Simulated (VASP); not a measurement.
# CaSe (Cmmm) in VASP: notebook, part 2 of 2

VASP 6.6.1. Earlier steps stand in the parts before.

## 4. Relaxation of cell and atoms, PBE+D3(BJ)

This run uses another cell than the first one, of 34.92 Å³/atom, 1.498 times its volume.

Contents of INCAR:

```
PREC     = Accurate       # precision mode
ENCUT    = 600            # plane-wave cutoff, eV
EDIFF    = 1E-6           # SCF threshold, eV
ISMEAR   = 0              # smearing method
SIGMA    = 0.1            # smearing width, eV
LREAL    = False          # projectors in reciprocal space
LASPH    = True           # aspherical terms in the spheres
NELM     = 100            # most SCF steps
ALGO     = Normal         # electronic algorithm
ISIF     = 3              # what is computed and relaxed
LWAVE    = False          # write WAVECAR
LCHARG   = False          # write CHGCAR
GGA      = PE             # functional
IVDW     = 12             # dispersion correction
IBRION   = 2              # ionic algorithm
NSW      = 90             # ionic steps
EDIFFG   = -0.04          # ionic threshold
```

Contents of KPOINTS:

```
regular mesh
0
Gamma
  6 6 4
```

Contents of POSCAR:

```
CaSe
1.0
    2.1491672000     -3.7800000000      0.0000000000
    2.1491672000      3.7800000000      0.0000000000
    0.0000000000      0.0000000000      4.2983344000
Ca Se
1 1
Direct
    0.0000000000      0.0000000000      0.0000000000
    0.5000000000      0.5000000000      0.5000000000
```

Potentials or basis: VASP PAW PBE potentials, release 64 (Ca_sv, Se).

Launch:

```bash
$ cat potpaw_PBE.64/Ca_sv/POTCAR potpaw_PBE.64/Se/POTCAR > POTCAR
$ mpirun -np 1 vasp_std > vasp.out
```

OUTCAR:

```text
PREC = Accurate
   ENCUT = 600
   EDIFF = 1E-6
   ISMEAR = 0
   LREAL = False
   LASPH = True
   NELM = 100
   ISIF = 3
   GGA = PE
   IVDW = 12
   IBRION = 2
   NSW = 90
   EDIFFG = -0.04
 IVDW          = 12

 ion  position               nearest neighbor table
   1  0.000  0.000  0.000-
   2  0.500  0.500  0.500-

  LATTYP: Found a base centered orthorhombic cell.
 ALAT       =     4.2983344000
 B/A-ratio  =     1.7588208121
 C/A-ratio  =     1.0000000000

  Lattice vectors:

 A1 = (   2.1491672000,  -3.7800000000,   0.0000000000)
 A2 = (   2.1491672000,   3.7800000000,   0.0000000000)
 A3 = (   0.0000000000,   0.0000000000,   4.2983344000)

Analysis of symmetry for initial positions (statically):
=====================================================================
 Subroutine PRICEL returns:
[... 1014 lines left out ...]
      2     -14.1093      2.00000
      3     -13.9045      2.00000
      4     -13.7028      2.00000
      5      -4.9734      2.00000
      6       2.1497      2.00000
      7       3.2296      2.00000
      8       4.6742      2.00000
      9      10.0833      0.00000
     10      10.6643      0.00000
     11      12.1067      0.00000
     12      14.2799      0.00000

 [... further k-points ...]

[... ionic steps 4 to 11 ...]

--------------------------------------- Ionic step       12  -------------------------------------------

 number of electron      16.0000001 magnetization

------------------------ aborting loop because EDIFF is reached ----------------------------------------
[... 75 lines left out ...]
--------------------------------------- Ionic step       14  -------------------------------------------

 number of electron      16.0000001 magnetization

 Free energy of the ion-electron system (eV)
  ---------------------------------------------------
  ext. energy  EPLUGINS =         0.00000000
  ---------------------------------------------------
  free energy    TOTEN  =        -8.76093139 eV

  energy without entropy =       -8.76093139  energy(sigma->0) =       -8.76093139

 E-fermi :   4.7708     XC(G=0):  -9.6666

 val. band max:        4.3852029103   @ k =   0.5000   0.0000   0.5000
 cond. band min:       5.1546911501   @ k =   0.5000   0.0000   0.5000
 fundamental gap:      0.7694882398
 Fermi energy:         4.7708114292
[... 393 lines left out ...]
  FREE ENERGIE OF THE ION-ELECTRON SYSTEM (eV)
  ---------------------------------------------------
  free  energy   TOTEN  =        -9.5355895966 eV

  energy  without entropy=       -9.5355895960  energy(sigma->0) =       -9.53558960

 reached required accuracy - stopping structural energy minimisation
```

CONTCAR:

```text
CaSe
   1.00000000000000
     2.4137958831172650   -2.6883100989664852    0.0000000000000000
     2.4137958831172650    2.6883100989664852    0.0000000000000000
     0.0000000000000000    0.0000000000000000    3.6201259056598669
  Ca              Se
     1     1
Direct
     0.0000000000000000    0.0000000000000000    0.0000000000000000
     0.5000000000000000    0.5000000000000000    0.5000000000000000

  0.00000000E+00  0.00000000E+00  0.00000000E+00
  0.00000000E+00  0.00000000E+00  0.00000000E+00
```

It took 6.1 min on 1 thread of Intel Xeon Platinum 8375C at 2.90GHz (Ice Lake), shared host; peak memory 0.26 GiB.

What came out:

```yaml
Free_energy: -9.5356 eV
Relaxed_volume: 23.49 Å³/atom
Relaxed_cell: a = 3.613 Å, b = 3.613 Å, c = 3.620 Å, α = 90.00°, β = 90.00°, γ = 96.16°
Space_group_after_relaxing_to_0.05_Å: Cmmm (No. 65)
Energy_gained_by_relaxing: 263.1 meV/atom
Ionic_steps: 14
Pressure_after_relaxing: 0.0 GPa
Band_gap_on_the_k_mesh: 0.77 eV, direct
Dispersion_energy_per_atom: -0.387 eV
```

Stress tensor (GPa, compression positive):
```
 0.10  0.00  0.00
 0.00 -0.18  0.00
 0.00  0.00  0.21
```

The path:
| step | energy change (eV) | largest force (eV/Å) | pressure (GPa) | volume (Å³) |
| --- | --- | --- | --- | --- |
| 1 | 0.0000 | 0.0000 | -6.12 | 69.84 |
| 2 | -0.2739 | 0.0000 | 2.30 | 57.06 |
| 3 | -0.3051 | 0.0000 | -0.39 | 59.69 |
| 4 | -0.3300 | 0.0000 | -0.52 | 58.61 |
| 5 | -0.3985 | 0.0000 | -0.73 | 55.25 |
| 6 | -0.5026 | 0.0000 | 0.79 | 48.15 |
| 7 | 1.1693 | 0.0000 | 45.49 | 32.71 |
| 8 | -0.5051 | 0.0000 | 1.02 | 47.74 |
| 9 | -0.5070 | 0.0000 | 2.24 | 46.01 |
| 10 | -0.5248 | 0.0000 | -0.32 | 47.41 |
| 11 | -0.5248 | 0.0000 | -0.24 | 47.35 |
| 12 | -0.5258 | 0.0000 | -0.19 | 47.24 |
| 13 | -0.5258 | 0.0000 | -0.16 | 47.22 |
| 14 | -0.5262 | 0.0000 | 0.04 | 46.98 |

Final structure:
```
CELL_PARAMETERS angstrom
2.41380 -2.68831 0.00000
2.41380 2.68831 0.00000
0.00000 0.00000 3.62013
ATOMIC_POSITIONS crystal
Ca 0.00000 0.00000 0.00000
Se 0.50000 0.50000 0.50000
```

Caveat: the volume moved by over 15 % at a fixed basis, so the end points are rough.

## 5. Overview

| task | cell | k mesh | cutoff (eV) | smearing | gap on the mesh (eV) | pressure (GPa) | relaxed volume (Å³/atom) |
| --- | --- | --- | --- | --- | --- | --- | --- |
| relaxation of cell and atoms | relaxed from a = 3.604, b = 3.604, c = 3.605 Å, angles 90.0, 90.0, 95.0°, 2 atoms | 8 × 8 × 8 | 600 | gaussian 0.02 eV | 0.71 | 0.0 | 23.26 |
| single point | a = 3.603, b = 3.603, c = 3.616 Å, angles 90.0, 90.0, 95.1°, 2 atoms | 6 × 6 × 4 | 520 | gaussian 0.1 eV | 0.73 | 0.2 | - |
| relaxation of cell and atoms | relaxed from a = 4.348, b = 4.348, c = 4.298 Å, angles 90.0, 90.0, 120.8°, 2 atoms | 6 × 6 × 4 | 600 | gaussian 0.1 eV | 0.77 | 0.0 | 23.49 |

Alike in all rows: level PBE+D3(BJ); potentials or basis VASP PAW PBE potentials, release 64 (Ca_sv, Se); no spin polarisation.

Caveats: some runs use coarse meshes; the volume moved by over 15 % at a fixed basis, so the end points are rough (some runs).

Absolute energies hang on the potentials; compare differences alone.
